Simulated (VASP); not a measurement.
# MgB2 (P6/mmm) in VASP: a series of runs

Aim: see how the results for MgB2 move with the level of theory and the settings. Levels: LDA, PBEsol, RPBE. Tasks: single point.

All numbers are computed with VASP 6.6.1; they aren't measurements. Logs are shortened: lines on timing, memory, paths and dates and some standing lists are left out, and cuts for length are marked.

### 1 The cell of the first run

The structure is hexagonal, space group P6/mmm (No. 191). The conventional cell has a = 3.042 Å, b = 3.042 Å, c = 3.438 Å, α = 90.00°, β = 90.00°, γ = 120.00°. Mg (site symmetry 6/mmm) has 12 B at 2.46 Å and 6 Mg at 3.04 Å within 3.2 Å. Within 2.3 Å of B (site symmetry -6m2) lie 3 B at 1.76 Å.

### 2 Single point, LDA

Input file INCAR:

```
SYSTEM = MgB2
  PREC = Accurate
  ENCUT = 520
  EDIFF = 1E-7
  ISMEAR = -1
  SIGMA = 0.05
  LREAL = .FALSE.
  LASPH = .TRUE.
  NELM = 100
  ALGO = Normal
  ISIF = 2
  LWAVE = .FALSE.
  LCHARG = .FALSE.
  GGA = CA
  NBANDS = 11
```

Input file KPOINTS:

```
Automatic mesh
0
G
  10 10 8
  0 0 0
```

Input file POSCAR:

```
MgB2
1.0
    3.0417795432      0.0000000000      0.0000000000
   -1.5208897716      2.6342583572      0.0000000000
    0.0000000000      0.0000000000      3.4383104822
Mg B
1 2
Direct
    0.0000000000      0.0000000000      0.0000000000
    0.6666666667      0.3333333333      0.5000000000
    0.3333333333      0.6666666667      0.5000000000
```

Potentials or basis: VASP PAW LDA potentials, release 64 (Mg, B).

Launch:

```sh
$ cat potpaw_LDA.64/Mg/POTCAR potpaw_LDA.64/B/POTCAR > POTCAR
$ mpirun -np 1 vasp_std > vasp.out
```

OUTCAR:

```text
SYSTEM = MgB2
   PREC = Accurate
   ENCUT = 520
   EDIFF = 1E-7
   ISMEAR = -1
   LREAL = .FALSE.
   LASPH = .TRUE.
   NELM = 100
   ISIF = 2
   GGA = CA

 ion  position               nearest neighbor table
   1  0.000  0.000  0.000-   2 2.46   3 2.46   2 2.46   3 2.46   2 2.46   2 2.46   3 2.46   3 2.46
                             2 2.46   2 2.46   3 2.46   3 2.46
   2  0.667  0.333  0.500-   3 1.76   3 1.76   3 1.76   1 2.46   1 2.46   1 2.46   1 2.46   1 2.46
                             1 2.46
   3  0.333  0.667  0.500-   2 1.76   2 1.76   2 1.76   1 2.46   1 2.46   1 2.46   1 2.46   1 2.46
                             1 2.46

  LATTYP: Found a hexagonal cell.
 ALAT       =     3.0417795432
 C/A-ratio  =     1.1303614984

  Lattice vectors:

 A1 = (   3.0417795432,   0.0000000000,   0.0000000000)
 A2 = (  -1.5208897716,   2.6342583572,   0.0000000000)
 A3 = (   0.0000000000,   0.0000000000,   3.4383104822)

Analysis of symmetry for initial positions (statically):
=====================================================================
 Subroutine PRICEL returns:
 Original cell was already a primitive cell.

 Routine SETGRP: Setting up the symmetry group for a
 hexagonal supercell.

 Subroutine GETGRP returns: Found 24 space group operations
 (whereof 24 operations were pure point group operations)
 out of a pool of 24 trial point group operations.

The static configuration has the point symmetry D_6h.

Analysis of symmetry for dynamics (positions and initial velocities):
=====================================================================
 Subroutine PRICEL returns:
 Original cell was already a primitive cell.

 Routine SETGRP: Setting up the symmetry group for a
 hexagonal supercell.

 Subroutine GETGRP returns: Found 24 space group operations
 (whereof 24 operations were pure point group operations)
 out of a pool of 24 trial point group operations.

The dynamic configuration has the point symmetry D_6h.

 Subroutine INISYM returns: Found 24 space group operations
 (whereof 24 operations are pure point group operations),
 and found     1 'primitive' translations

----------------------------------------------------------------------------------------

                                     Primitive cell

  volume of cell :      27.5506

  direct lattice vectors                    reciprocal lattice vectors
     3.041779543  0.000000000  0.000000000     0.328754923  0.189806743  0.000000000
    -1.520889772  2.634258357  0.000000000     0.000000000  0.379613487  0.000000000
     0.000000000  0.000000000  3.438310482     0.000000000  0.000000000  0.290840518

  length of vectors
     3.041779543  3.041779543  3.438310482     0.379613487  0.379613487  0.290840518

  position of ions in fractional coordinates (direct lattice)
     0.000000000  0.000000000  0.000000000
     0.666666667  0.333333333  0.500000000
     0.333333333  0.666666667  0.500000000

  ion indices of the primitive-cell ions
   primitive index   ion index
                 1           1
                 2           2
                 3           3

----------------------------------------------------------------------------------------

 KPOINTS: Automatic mesh

Automatic generation of k-mesh.
 Grid dimensions read from file:
 generate k-points for:   10   10    8

 Generating k-lattice:

  Cartesian coordinates                     Fractional coordinates (reciprocal lattice)
     0.032875492  0.018980674  0.000000000     0.100000000 -0.000000000  0.000000000
     0.000000000  0.037961349  0.000000000     0.000000000  0.100000000  0.000000000
     0.000000000  0.000000000  0.036355065     0.000000000  0.000000000  0.125000000

  Length of vectors
     0.037961349  0.037961349  0.036355065

  Shift w.r.t. Gamma in fractional coordinates (k-lattice)
     0.000000000  0.000000000  0.000000000

 Subroutine IBZKPT returns following result:
 ===========================================

 Found     70 irreducible k-points:

 Following reciprocal coordinates:
            Coordinates               Weight
  0.000000  0.000000  0.000000      1.000000
  0.100000  0.000000  0.000000      6.000000
  0.200000  0.000000  0.000000      6.000000
  0.300000  0.000000  0.000000      6.000000
  0.400000  0.000000  0.000000      6.000000
  0.500000  0.000000  0.000000      3.000000
[... 16 lines left out ...]
  0.300000  0.100000  0.125000     24.000000
  0.400000  0.100000  0.125000     24.000000
 [... further k-points ...]
   k-points           NKPTS =     70   k-points in BZ     NKDIM =     70   number of bands    NBANDS=     11
   number of dos      NEDOS =    301   number of ions     NIONS =      3
   total plane-waves  NPLWV =  16128
   dimension x,y,z NGX =    24 NGY =   24 NGZ =   28
   dimension x,y,z NGXF=    48 NGYF=   48 NGZF=   56
   ions per type =               1   2
   NGX,Y,Z   is equivalent  to a cutoff of  13.12, 13.12, 13.54 a.u.
   NGXF,Y,Z  is equivalent  to a cutoff of  26.23, 26.23, 27.08 a.u.
 SYSTEM =  MgB2
   PREC   = accura    normal or accurate (medium, high low for compatibility)
   ISTART =      0    job   : 0-new  1-cont  2-samecut
   ICHARG =      2    charge: 1-file 2-atom 10-const
   ISPIN  =      1    spin polarized calculation?
   LNONCOLLINEAR =      F non collinear calculations
   LSORBIT =      F    spin-orbit coupling
   LASPH  =      T    aspherical Exc in radial PAW
   ENCUT  =  520.0 eV  38.22 Ry    6.18 a.u.   5.66  5.66  6.39*2*pi/ulx,y,z
   NELM   =    100;   NELMIN=  2; NELMDL= -5     # of ELM steps
   EDIFF  = 0.1E-06   stopping-criterion for ELM
   LREAL  =      F    real-space projection
   EDIFFG = 0.1E-05   stopping-criterion for IOM
   NSW    =      0    number of steps for IOM
   IBRION =     -1    ionic relax: 0-MD 1-quasi-New 2-CG
   NFREE  =      0    steps in history (QN), initial steepest desc. (CG)
   ISIF   =      2    stress and relaxation
   ISYM   =      2    0-nonsym 1-usesym 2-fastsym
   POTIM  = 0.5000    time-step for ionic-motion
   TEBEG  =    0.0;   TEEND  =   0.0 temperature during run
   PSTRESS=    0.0 pullay stress
   NELECT =       8.0000    total number of electrons
   NUPDOWN=      -1.0000    fix difference up-down
   EMIN   =  10.00;   EMAX   =-10.00  energy-range for DOS
   EFERMI =   0.00;   METHOD = LEGACY
   ISMEAR =    -1;   SIGMA  =   0.05  broadening in eV -4-tet -1-fermi 0-gaus
   EFERMI_NEDOS =   21; number of points for ismear=-14 and -15
   IALGO  =     38    algorithm
   IMIX   =      4    mixing-type and parameters
     AMIX     =   0.40;   BMIX     =  1.00
     AMIX_MAG =   1.60;   BMIX_MAG =  1.00
  volume/ion in A,a.u.               =       9.18        61.97
  Fermi-wavevector in a.u.,A,eV,Ry     =   1.084079  2.048613 15.989950  1.175228
  Thomas-Fermi vector in A             =   2.220161
   LORBIT       =      0    0 simple, 1 ext, 2 COOP (PROOUT), +10 PAW based schemes
   GGA     = CA    functional components
   LHFCALC =     F    Hartree Fock is set to
   AEXX    =    0.0000 exact exchange contribution
   IVDW    =     0    specifies the selected vdW correction
   LEPSILON=     F    determine dielectric tensor
   LRPA    =     F    only Hartree local field effects (RPA)
 non-spin polarized calculation
  energy-cutoff  :      520.00
  volume of cell :       27.55
 maximum number of plane-waves:       763
 NGX is ok and might be reduce to    24
   NGX = 11   NGY = 11   NGZ = 13

 number of electron       8.0000000 magnetization

 Free energy of the ion-electron system (eV)
  ---------------------------------------------------
  ext. energy  EPLUGINS =         0.00000000
  ---------------------------------------------------
  free energy    TOTEN  =       -17.28845797 eV

  energy without entropy =      -17.28230432  energy(sigma->0) =      -17.28538115

 E-fermi :   5.6503     XC(G=0): -11.3065

 val. band max:        5.6206469065   @ k =   0.4000   0.2000   0.1250
 cond. band min:       5.7085523670   @ k =   0.3000   0.2000   0.0000
 fundamental gap:      0.0879054605
 Fermi energy:         5.6503203435

 k-point     1 :       0.0000    0.0000    0.0000
  band No.  band energies     occupation
      1      -6.9947      2.00000
      2       2.6742      2.00000
      3       5.9485      0.00513
      4       5.9485      0.00513
      5       7.5396      0.00000
      6      11.9974      0.00000
      7      11.9974      0.00000
      8      14.2227      0.00000
      9      15.8170      0.00000
     10      18.5817      0.00000
     11      22.1072      0.00000

 k-point     2 :       0.1000    0.0000    0.0000
  band No.  band energies     occupation
      1      -6.8174      2.00000
      2       2.8460      2.00000
      3       5.0964      1.99997
      4       5.5422      1.79368
      5       7.6861      0.00000
      6      11.9114      0.00000
      7      12.7631      0.00000
      8      14.5437      0.00000
      9      15.2009      0.00000
     10      19.4197      0.00000
     11      21.4285      0.00000

 k-point     3 :       0.2000    0.0000    0.0000
  band No.  band energies     occupation
      1      -6.2884      2.00000
      2       3.2257      2.00000
      3       3.3558      2.00000
      4       4.7342      2.00000
      5       8.1397      0.00000
      6      11.4680      0.00000
      7      13.6211      0.00000
      8      14.6251      0.00000
      9      15.1441      0.00000
     10      20.5128      0.00000
     11      20.5833      0.00000

 k-point     4 :       0.3000    0.0000    0.0000
  band No.  band energies     occupation
      1      -5.4174      2.00000
      2       1.1283      2.00000
      3       3.9946      2.00000
      4       4.1767      2.00000
      5       8.8099      0.00000
      6      11.0181      0.00000
      7      11.6409      0.00000
      8      14.8966      0.00000
      9      17.0030      0.00000
     10      19.4113      0.00000
     11      20.5307      0.00000

 k-point     5 :       0.4000    0.0000    0.0000
  band No.  band energies     occupation
      1      -4.2246      2.00000
      2      -0.8682      2.00000
      3       3.5100      2.00000
      4       5.2018      1.99975
      5       9.3949      0.00000
      6       9.7882      0.00000
      7      10.9895      0.00000
      8      13.8732      0.00000
      9      18.7733      0.00000
     10      19.1885      0.00000
     11      20.2989      0.00000
[... 211 lines left out ...]
 k-point    21 :       0.1000    0.1000    0.1250
  band No.  band energies     occupation
      1      -6.3239      2.00000
      2       2.2027      2.00000
      3       4.0455      2.00000
      4       4.7331      2.00000
      5       9.2900      0.00000
      6      12.3186      0.00000
      7      12.7945      0.00000
      8      13.7824      0.00000
      9      16.0353      0.00000
     10      18.6884      0.00000
     11      20.3700      0.00000

 k-point    22 :       0.2000    0.1000    0.1250
  band No.  band energies     occupation
      1      -5.6286      2.00000
      2       2.2683      2.00000
      3       2.8956      2.00000
      4       3.7328      2.00000
      5       9.8731      0.00000
      6      11.3388      0.00000
      7      12.3350      0.00000
      8      14.6036      0.00000
      9      16.9008      0.00000
     10      17.2643      0.00000
     11      20.4915      0.00000

 k-point    23 :       0.3000    0.1000    0.1250
  band No.  band energies     occupation
      1      -4.6028      2.00000
      2       0.2916      2.00000
      3       3.0286      2.00000
      4       3.9019      2.00000
      5       9.4059      0.00000
      6      10.7184      0.00000
      7      12.0103      0.00000
      8      15.0428      0.00000
      9      16.4910      0.00000
     10      17.9348      0.00000
     11      20.2431      0.00000

 k-point    24 :       0.4000    0.1000    0.1250
  band No.  band energies     occupation
      1      -3.2871      2.00000
      2      -1.5473      2.00000
      3       2.6929      2.00000
      4       4.9580      2.00000
      5       7.8940      0.00000
      6      10.9796      0.00000
      7      12.3419      0.00000
      8      14.2572      0.00000
      9      16.1147      0.00000
     10      19.4146      0.00000
     11      20.3386      0.00000

 [... further k-points ...]
[... 5 lines left out ...]
  --------------------------------------------------------------------------------------
  -------------------------------------------------------------------------------------
  Total       -0.0963623     -0.0963623     -0.1114851     -0.0000000     -0.0000000     -0.0000000
  in kB       -5.6038494     -5.6038494     -6.4833025     -0.0000000     -0.0000000     -0.0000000
  external PRESSURE =      -5.8970004 kB  Pullay stress =       0.0000000 kB

 VOLUME and BASIS-vectors are now :
 -----------------------------------------------------------------------------
  energy-cutoff  :      520.00
  volume of cell :       27.55
      direct lattice vectors                 reciprocal lattice vectors
     3.041779543  0.000000000  0.000000000     0.328754923  0.189806743  0.000000000
    -1.520889772  2.634258357  0.000000000     0.000000000  0.379613487  0.000000000
     0.000000000  0.000000000  3.438310482     0.000000000  0.000000000  0.290840518

 POSITION                                       TOTAL-FORCE (eV/Angst)
 -----------------------------------------------------------------------------------
      0.00000      0.00000      0.00000         0.000000      0.000000      0.000000
      1.52089      0.87809      1.71916         0.000000      0.000000     -0.000000
     -0.00000      1.75617      1.71916        -0.000000      0.000000      0.000000
 -----------------------------------------------------------------------------------
    total drift:                                0.000000     -0.000000      0.000000

  FREE ENERGIE OF THE ION-ELECTRON SYSTEM (eV)
  ---------------------------------------------------
  free  energy   TOTEN  =       -17.2884579716 eV

  energy  without entropy=      -17.2823043242  energy(sigma->0) =      -17.28538115
```

Wall time 6.6 s (1 thread of Intel Xeon 6975P-C (Granite Rapids), shared host); peak memory 0.14 GiB.

Results:

* Free energy: -17.2885 eV
* Pressure: -0.6 GPa
* Band gap on the k mesh: zero (band 4 reaches 6.80 eV, above the bottom of band 5 at 4.17 eV)

Levels at points of the mesh, in eV from the Fermi level:
```csv
k point,band 1,band 2,band 3,band 4,band 5,band 6,band 7,band 8,band 9
"(0.00, 0.00, 0.00)",-12.65,-2.98,0.30,0.30,1.89,6.35,6.35,8.57,10.17
"(0.50, 0.00, 0.00)",-8.63,-8.04,-2.31,0.21,3.18,3.91,5.65,7.53,12.92
"(0.00, 0.00, 0.50)",-11.23,-7.71,0.72,0.72,6.68,6.68,8.04,10.50,10.61
"(0.50, 0.00, 0.50)",-7.54,-7.05,-3.76,-2.00,-1.42,6.01,8.96,9.04,13.62
```

### 3 Single point, PBEsol

This run uses another cell than the first one, of 9.47 Å³/atom, 1.031 times its volume.

Input file INCAR:

```
ALGO = Normal ; EDIFF = 1E-6
ENCUT = 520 ; GGA = PS
ISIF = 2 ; ISMEAR = -1
LASPH = True ; LCHARG = True
LELF = True ; LREAL = False
LVHAR = True ; LWAVE = False
NBANDS = 11 ; NELM = 60
PREC = Accurate ; SIGMA = 0.05
```

Input file KPOINTS:

```
k-points
0
Gamma
  10 10 8
```

Input file POSCAR:

```
MgB2
1.0
    3.0690114837      0.0000000000      0.0000000000
   -1.5345057418      2.6578419094      0.0000000000
    0.0000000000      0.0000000000      3.4832851116
Mg B
1 2
Direct
    0.0000000000      0.0000000000      0.0000000000
    0.6666666667      0.3333333333      0.5000000000
    0.3333333333      0.6666666667      0.5000000000
```

Potentials or basis: VASP PAW PBE potentials, release 64 (Mg, B).

Launch:

```sh
$ cat potpaw_PBE.64/Mg/POTCAR potpaw_PBE.64/B/POTCAR > POTCAR
$ mpirun -np 1 vasp_std > vasp.out
```

It took 7.3 s on 1 thread of Intel Xeon 6975P-C (Granite Rapids), shared host; peak memory 0.15 GiB.

The run converged. Its results:

```yaml
Free_energy: -16.2238 eV
Pressure: 0.0 GPa
Band_gap_on_the_k_mesh: zero (band 4 reaches 6.53 eV, above the bottom of band 5 at 3.97 eV)
```

Stress tensor (GPa, compression positive):
```
 0.09  0.00  0.00
 0.00  0.09  0.00
 0.00  0.00 -0.16
```

Levels at points of the mesh, in eV from the Fermi level:
```csv
k point,band 1,band 2,band 3,band 4,band 5,band 6,band 7,band 8
"(0.00, 0.00, 0.00)",-12.58,-2.97,0.32,0.32,1.72,6.26,6.26,8.20
"(0.50, 0.00, 0.00)",-8.63,-7.98,-2.25,0.20,3.11,3.79,5.42,7.28
"(0.00, 0.00, 0.50)",-11.24,-7.59,0.72,0.72,6.60,6.60,7.95,10.10
"(0.50, 0.00, 0.50)",-7.60,-7.03,-3.70,-1.95,-1.40,5.74,8.84,8.90
```

Caveat: the PAW data sets were made with another functional, which shifts forces and pressure a little.

(Part 1 of 2 ends here.)
